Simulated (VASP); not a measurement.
# SnO (Pm-3m) in VASP: further runs

SnO is run at these levels: PBE; tasks: single point, relaxation of cell and atoms.

All numbers are computed with VASP 6.6.1; they aren't measurements. Logs are shortened: lines on timing, memory, paths and dates and some standing lists are left out, and cuts for length are marked.

## Step 1: The cell of the first run

It takes space group Pm-3m (No. 221, cubic). Conventional cell: a = 3.131 Å, b = 3.131 Å, c = 3.131 Å, α = 90.00°, β = 90.00°, γ = 90.00°. Sn (site symmetry m-3m) has 8 O at 2.71 Å and 6 Sn at 3.13 Å within 3.6 Å. O (site symmetry m-3m) has 8 Sn at 2.71 Å and 6 O at 3.13 Å within 3.6 Å.

## Step 2: Single point, PBE

The input, INCAR:

```
PREC = Accurate
ENCUT = 520
EDIFF = 1E-7
ISMEAR = 0
SIGMA = 0.01
LREAL = False
LASPH = True
NELM = 100
ALGO = Normal
ISIF = 2
LWAVE = False
LCHARG = False
GGA = PE
NBANDS = 17
```

The input, KPOINTS:

```
Automatic mesh
0
Gamma
  12 12 12
```

The input, POSCAR:

```
SnO
1.0
    3.1314419861      0.0000000000      0.0000000000
    0.0000000000      3.1314419861      0.0000000000
    0.0000000000      0.0000000000      3.1314419861
Sn O
1 1
Direct
    0.5000000000      0.5000000000      0.5000000000
    0.0000000000      0.0000000000      0.0000000000
```

Potentials or basis: VASP PAW PBE potentials, release 64 (Sn_d, O).

On the command line:

```sh
$ cat potpaw_PBE.64/Sn_d/POTCAR potpaw_PBE.64/O/POTCAR > POTCAR
$ mpirun -np 1 vasp_std > vasp.out
```

OUTCAR:

```text
PREC = Accurate
   ENCUT = 520
   EDIFF = 1E-7
   ISMEAR = 0
   LREAL = False
   LASPH = True
   NELM = 100
   ISIF = 2
   GGA = PE

 ion  position               nearest neighbor table
   1  0.500  0.500  0.500-   2 2.71   2 2.71   2 2.71   2 2.71   2 2.71   2 2.71   2 2.71   2 2.71

   2  0.000  0.000  0.000-   1 2.71   1 2.71   1 2.71   1 2.71   1 2.71   1 2.71   1 2.71   1 2.71

  LATTYP: Found a simple cubic cell.
 ALAT       =     3.1314419861

  Lattice vectors:

 A1 = (   3.1314419861,   0.0000000000,   0.0000000000)
 A2 = (   0.0000000000,   3.1314419861,   0.0000000000)
 A3 = (   0.0000000000,   0.0000000000,   3.1314419861)

Analysis of symmetry for initial positions (statically):
=====================================================================
 Subroutine PRICEL returns:
 Original cell was already a primitive cell.

 Routine SETGRP: Setting up the symmetry group for a
 simple cubic supercell.

 Subroutine GETGRP returns: Found 48 space group operations
[... 9 lines left out ...]

 Routine SETGRP: Setting up the symmetry group for a
 simple cubic supercell.

 Subroutine GETGRP returns: Found 48 space group operations
[... 11 lines left out ...]
                                     Primitive cell

  volume of cell :      30.7067

  direct lattice vectors                    reciprocal lattice vectors
     3.131441986  0.000000000  0.000000000     0.319341698  0.000000000  0.000000000
     0.000000000  3.131441986  0.000000000     0.000000000  0.319341698  0.000000000
     0.000000000  0.000000000  3.131441986     0.000000000  0.000000000  0.319341698

  length of vectors
     3.131441986  3.131441986  3.131441986     0.319341698  0.319341698  0.319341698

  position of ions in fractional coordinates (direct lattice)
     0.500000000  0.500000000  0.500000000
     0.000000000  0.000000000  0.000000000

  ion indices of the primitive-cell ions
   primitive index   ion index
                 1           1
                 2           2

----------------------------------------------------------------------------------------

 KPOINTS: Automatic mesh

Automatic generation of k-mesh.
 Grid dimensions read from file:
 generate k-points for:   12   12   12

 Generating k-lattice:

  Cartesian coordinates                     Fractional coordinates (reciprocal lattice)
     0.026611808  0.000000000  0.000000000     0.083333333  0.000000000  0.000000000
     0.000000000  0.026611808  0.000000000     0.000000000  0.083333333  0.000000000
     0.000000000  0.000000000  0.026611808     0.000000000  0.000000000  0.083333333

  Length of vectors
     0.026611808  0.026611808  0.026611808

  Shift w.r.t. Gamma in fractional coordinates (k-lattice)
     0.000000000  0.000000000  0.000000000

 Subroutine IBZKPT returns following result:
 ===========================================

 Found     84 irreducible k-points:

 Following reciprocal coordinates:
            Coordinates               Weight
  0.000000  0.000000  0.000000      1.000000
  0.083333  0.000000  0.000000      6.000000
  0.166667  0.000000  0.000000      6.000000
  0.250000  0.000000  0.000000      6.000000
  0.333333  0.000000  0.000000      6.000000
  0.416667  0.000000  0.000000      6.000000
[... 16 lines left out ...]
  0.333333  0.333333  0.000000     12.000000
  0.416667  0.333333  0.000000     24.000000
 [... further k-points ...]
   k-points           NKPTS =     84   k-points in BZ     NKDIM =     84   number of bands    NBANDS=     17
   number of dos      NEDOS =    301   number of ions     NIONS =      2
   total plane-waves  NPLWV =  13824
   dimension x,y,z NGX =    24 NGY =   24 NGZ =   24
   dimension x,y,z NGXF=    48 NGYF=   48 NGZF=   48
   ions per type =               1   1
   NGX,Y,Z   is equivalent  to a cutoff of  12.74, 12.74, 12.74 a.u.
   NGXF,Y,Z  is equivalent  to a cutoff of  25.48, 25.48, 25.48 a.u.
 SYSTEM =  unknown system
   PREC   = accura    normal or accurate (medium, high low for compatibility)
   ISTART =      0    job   : 0-new  1-cont  2-samecut
   ICHARG =      2    charge: 1-file 2-atom 10-const
   ISPIN  =      1    spin polarized calculation?
   LNONCOLLINEAR =      F non collinear calculations
   LSORBIT =      F    spin-orbit coupling
   LASPH  =      T    aspherical Exc in radial PAW
   ENCUT  =  520.0 eV  38.22 Ry    6.18 a.u.   5.82  5.82  5.82*2*pi/ulx,y,z
   NELM   =    100;   NELMIN=  2; NELMDL= -5     # of ELM steps
   EDIFF  = 0.1E-06   stopping-criterion for ELM
   LREAL  =      F    real-space projection
   EDIFFG = 0.1E-05   stopping-criterion for IOM
   NSW    =      0    number of steps for IOM
   IBRION =     -1    ionic relax: 0-MD 1-quasi-New 2-CG
   NFREE  =      0    steps in history (QN), initial steepest desc. (CG)
   ISIF   =      2    stress and relaxation
   ISYM   =      2    0-nonsym 1-usesym 2-fastsym
   POTIM  = 0.5000    time-step for ionic-motion
   TEBEG  =    0.0;   TEEND  =   0.0 temperature during run
   PSTRESS=    0.0 pullay stress
   NELECT =      20.0000    total number of electrons
   NUPDOWN=      -1.0000    fix difference up-down
   EMIN   =  10.00;   EMAX   =-10.00  energy-range for DOS
   EFERMI =   0.00;   METHOD = LEGACY
   ISMEAR =     0;   SIGMA  =   0.01  broadening in eV -4-tet -1-fermi 0-gaus
   EFERMI_NEDOS =   21; number of points for ismear=-14 and -15
   IALGO  =     38    algorithm
   IMIX   =      4    mixing-type and parameters
     AMIX     =   0.40;   BMIX     =  1.00
     AMIX_MAG =   1.60;   BMIX_MAG =  1.00
  volume/ion in A,a.u.               =      15.35       103.61
  Fermi-wavevector in a.u.,A,eV,Ry     =   1.419081  2.681674 27.399281  2.013790
  Thomas-Fermi vector in A             =   2.540139
   LORBIT       =      0    0 simple, 1 ext, 2 COOP (PROOUT), +10 PAW based schemes
   GGA     = PE    functional components
   LHFCALC =     F    Hartree Fock is set to
   AEXX    =    0.0000 exact exchange contribution
   IVDW    =     0    specifies the selected vdW correction
   LEPSILON=     F    determine dielectric tensor
   LRPA    =     F    only Hartree local field effects (RPA)
 non-spin polarized calculation
 Gauss-broadening in eV      SIGMA  =   0.01
  energy-cutoff  :      520.00
  volume of cell :       30.71
 maximum number of plane-waves:       844
 NGX is ok and might be reduce to    24
   NGX = 11   NGY = 11   NGZ = 11

 number of electron      19.9999986 magnetization

 Free energy of the ion-electron system (eV)
  ---------------------------------------------------
  ext. energy  EPLUGINS =         0.00000000
  ---------------------------------------------------
  free energy    TOTEN  =        -9.84065764 eV

  energy without entropy =       -9.84062638  energy(sigma->0) =       -9.84064201

 E-fermi :   8.1387     XC(G=0): -11.2694

 val. band max:        8.1339818411   @ k =   0.5000   0.0833   0.0833
 cond. band min:       8.1648158536   @ k =   0.5000   0.0833   0.0833
 fundamental gap:      0.0308340125
 Fermi energy:         8.1387486740

 k-point     1 :       0.0000    0.0000    0.0000
  band No.  band energies     occupation
      1     -13.6958      2.00000
      2     -13.6958      2.00000
      3     -13.3470      2.00000
      4     -13.3470      2.00000
      5     -13.3470      2.00000
      6      -9.8671      2.00000
[... 9 lines left out ...]
     16      26.7489      0.00000
     17      27.5594      0.00000

 k-point     2 :       0.0833    0.0000    0.0000
  band No.  band energies     occupation
      1     -13.6948      2.00000
      2     -13.6790      2.00000
      3     -13.3529      2.00000
      4     -13.3529      2.00000
      5     -13.3465      2.00000
      6      -9.8274      2.00000
[... 9 lines left out ...]
     16      26.4800      0.00000
     17      27.0287      0.00000

 k-point     3 :       0.1667    0.0000    0.0000
  band No.  band energies     occupation
      1     -13.6920      2.00000
      2     -13.6329      2.00000
      3     -13.3688      2.00000
      4     -13.3688      2.00000
      5     -13.3452      2.00000
      6      -9.7151      2.00000
[... 9 lines left out ...]
     16      24.7530      0.00000
     17      26.2351      0.00000

 k-point     4 :       0.2500    0.0000    0.0000
  band No.  band energies     occupation
      1     -13.6882      2.00000
      2     -13.5700      2.00000
      3     -13.3905      2.00000
      4     -13.3905      2.00000
      5     -13.3434      2.00000
      6      -9.5533      2.00000
[... 9 lines left out ...]
     16      23.0886      0.00000
     17      25.6921      0.00000

 k-point     5 :       0.3333    0.0000    0.0000
  band No.  band energies     occupation
      1     -13.6845      2.00000
      2     -13.5070      2.00000
      3     -13.4121      2.00000
      4     -13.4121      2.00000
      5     -13.3415      2.00000
      6      -9.3806      2.00000
[... 9 lines left out ...]
     16      22.3978      0.00000
     17      25.4458      0.00000

 k-point     6 :       0.4167    0.0000    0.0000
  band No.  band energies     occupation
      1     -13.6817      2.00000
      2     -13.4608      2.00000
      3     -13.4278      2.00000
      4     -13.4278      2.00000
      5     -13.3402      2.00000
      6      -9.2459      2.00000
[... 9 lines left out ...]
     16      23.8631      0.00000
     17      25.4039      0.00000
[... 281 lines left out ...]
 k-point    21 :       0.4167    0.2500    0.0000
  band No.  band energies     occupation
      1     -13.6049      2.00000
      2     -13.5199      2.00000
      3     -13.4210      2.00000
      4     -13.3955      2.00000
      5     -13.3804      2.00000
      6      -8.9668      2.00000
[... 9 lines left out ...]
     16      23.9559      0.00000
     17      23.9634      0.00000

 k-point    22 :       0.5000    0.2500    0.0000
  band No.  band energies     occupation
      1     -13.6028      2.00000
      2     -13.5288      2.00000
      3     -13.4265      2.00000
      4     -13.3797      2.00000
      5     -13.3789      2.00000
      6      -8.9204      2.00000
[... 9 lines left out ...]
     16      23.3708      0.00000
     17      24.0100      0.00000

 k-point    23 :       0.3333    0.3333    0.0000
  band No.  band energies     occupation
      1     -13.5911      2.00000
      2     -13.5352      2.00000
      3     -13.4042      2.00000
      4     -13.4013      2.00000
      5     -13.3896      2.00000
      6      -8.9376      2.00000
[... 9 lines left out ...]
     16      23.5826      0.00000
     17      24.8475      0.00000

 k-point    24 :       0.4167    0.3333    0.0000
  band No.  band energies     occupation
      1     -13.5806      2.00000
      2     -13.5636      2.00000
      3     -13.4176      2.00000
      4     -13.4004      2.00000
      5     -13.3483      2.00000
      6      -8.8220      2.00000
[... 9 lines left out ...]
     16      23.4416      0.00000
     17      24.3958      0.00000

 [... further k-points ...]

------------------------ aborting loop because EDIFF is reached ----------------------------------------

  FORCE on cell =-STRESS in cart. coord.  units (eV):
  Direction    XX          YY          ZZ          XY          YZ          ZX
  --------------------------------------------------------------------------------------
  -------------------------------------------------------------------------------------
  Total       -0.0065141     -0.0065141     -0.0065141      0.0000000      0.0000000      0.0000000
  in kB       -0.3398842     -0.3398842     -0.3398842      0.0000000      0.0000000      0.0000000
  external PRESSURE =      -0.3398842 kB  Pullay stress =       0.0000000 kB

 VOLUME and BASIS-vectors are now :
 -----------------------------------------------------------------------------
  energy-cutoff  :      520.00
  volume of cell :       30.71
      direct lattice vectors                 reciprocal lattice vectors
     3.131441986  0.000000000  0.000000000     0.319341698  0.000000000  0.000000000
     0.000000000  3.131441986  0.000000000     0.000000000  0.319341698  0.000000000
     0.000000000  0.000000000  3.131441986     0.000000000  0.000000000  0.319341698

 POSITION                                       TOTAL-FORCE (eV/Angst)
 -----------------------------------------------------------------------------------
      1.56572      1.56572      1.56572         0.000000      0.000000      0.000000
      0.00000      0.00000      0.00000         0.000000      0.000000      0.000000
 -----------------------------------------------------------------------------------
    total drift:                                0.000000      0.000000     -0.000000

  FREE ENERGIE OF THE ION-ELECTRON SYSTEM (eV)
  ---------------------------------------------------
  free  energy   TOTEN  =        -9.8406576425 eV

  energy  without entropy=       -9.8406263825  energy(sigma->0) =       -9.84064201
```

It took 11 s on 1 thread of Intel Xeon 6975P-C (Granite Rapids), shared host; peak memory 0.16 GiB.

Results:

- Free energy: -9.8407 eV
- Pressure: 0.0 GPa
- Band gap on the k mesh: zero (band 10 reaches 8.13 eV, above the bottom of band 11 at 8.05 eV)

Caveat: spin-orbit coupling is left out, which moves the levels of the heavy elements.

## Step 3: Relaxation of cell and atoms, PBE

This run uses another cell than the first one, of 15.41 Å³/atom, 1.004 times its volume.

The input, INCAR:

```
ALGO = Normal
EDIFF = 1E-6
EDIFFG = -0.01
ENCUT = 600
GGA = PE
IBRION = 2
ISIF = 3
ISMEAR = 0
LASPH = T
LCHARG = F
LREAL = F
LWAVE = F
NELM = 100
NSW = 100
PREC = Accurate
SIGMA = 0.01
```

The input, KPOINTS:

```
k-points
0
Gamma
  12 12 12
```

The input, POSCAR:

```
SnO
1.0
    3.1350950739      0.0000000000      0.0000000000
    0.0000000000      3.1350950739      0.0000000000
    0.0000000000      0.0000000000      3.1350950739
Sn O
1 1
Direct
    0.5000000000      0.5000000000      0.5000000000
    0.0000000000      0.0000000000      0.0000000000
```

Potentials or basis: VASP PAW PBE potentials, release 64 (Sn_d, O).

On the command line:

```sh
$ cat potpaw_PBE.64/Sn_d/POTCAR potpaw_PBE.64/O/POTCAR > POTCAR
$ mpirun -np 1 vasp_std > vasp.out
```

It took 35 s on 1 thread of Intel Xeon 6975P-C (Granite Rapids), shared host; peak memory 0.19 GiB.

It converged, with:

| Quantity | Value |
| --- | --- |
| Free energy | -9.8423 eV |
| Relaxed volume | 15.34 Å³/atom |
| Relaxed cell | a = 3.131 Å, b = 3.131 Å, c = 3.131 Å, α = 90.00°, β = 90.00°, γ = 90.00° |
| Space group after relaxing (to 0.05 Å) | Pm-3m (No. 221) |
| Energy gained by relaxing | 0.1 meV/atom |
| Ionic steps | 3 |
| Pressure after relaxing | 0.0 GPa |
| Band gap on the k mesh | zero (band 10 reaches 8.14 eV, above the bottom of band 11 at 8.06 eV) |

Step by step:
```
step  energy change (eV)  largest force (eV/Å)  pressure (GPa)  volume (Å³)
   1              0.0000                0.0000           -0.47        30.81
   2             -0.0001                0.0000            0.19        30.61
   3             -0.0002                0.0000            0.00        30.68
```

Final structure:
```cif
data_structure
_symmetry_space_group_name_H-M 'P 1'
_symmetry_Int_Tables_number 1
_cell_length_a 3.1306
_cell_length_b 3.1306
_cell_length_c 3.1306
_cell_angle_alpha 90.000
_cell_angle_beta 90.000
_cell_angle_gamma 90.000
_cell_volume 30.68
loop_
_atom_site_label
_atom_site_type_symbol
_atom_site_fract_x
_atom_site_fract_y
_atom_site_fract_z
_atom_site_occupancy
Sn1 Sn 0.50000 0.50000 0.50000 1
O1 O 0.00000 0.00000 0.00000 1
```

Levels at points of the mesh, in eV from the Fermi level:
| k point | band 7 | band 8 | band 9 | band 10 | band 11 | band 12 | band 13 | band 14 |
| --- | --- | --- | --- | --- | --- | --- | --- | --- |
| (0.00, 0.00, 0.00) | -7.58 | -2.55 | -2.55 | -2.55 | 7.84 | 7.84 | 7.84 | 7.94 |
| (0.50, 0.00, 0.00) | -8.89 | -1.81 | -1.81 | -1.16 | 0.34 | 7.01 | 7.01 | 10.99 |
| (0.50, 0.50, 0.00) | -5.46 | -5.46 | -4.87 | -1.68 | 3.32 | 3.32 | 8.50 | 9.71 |
| (0.50, 0.50, 0.50) | -3.33 | -3.33 | -3.33 | -1.50 | -0.09 | -0.09 | -0.09 | 12.19 |

Caveat: spin-orbit coupling is left out, which moves the levels of the heavy elements.

(Continued in part 2 of 2.)
